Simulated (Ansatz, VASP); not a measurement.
**Ru: VASP beside Ansatz**

```
CELL_PARAMETERS angstrom
-1.52672 1.52672 1.52672
1.52672 -1.52672 1.52672
1.52672 1.52672 -1.52672
ATOMIC_POSITIONS crystal
Ru 0.00000 0.00000 0.00000
```

Alike in both runs: functional PBE; k mesh 19 × 19 × 19; occupations fermi-dirac, width 0.05 eV; no spin polarisation.

Ansatz relaxed the structure, and its values are those at the end. VASP's run is a single point on that final structure, the one shown.

|  | VASP | Ansatz |
| --- | --- | --- |
| version | VASP 6.6.1 | Ansatz 0.2.0 |
| potentials or method | VASP PAW PBE potentials, release 64 (Ru_pv) | PAW with Ansatz's default frozen-core files, scalar-relativistic |
| plane-wave cutoff (eV) | 520 | 420 |
| valence electrons in the cell | 14 | 16 |

|  | VASP | Ansatz | Ansatz less VASP |
| --- | --- | --- | --- |
| pressure (GPa) | -0.1 | 0.0 | +0.10 |

VASP's potentials hold 14 valence electrons a cell and Ansatz's 16, so a difference there can come from the potentials and not from the codes.
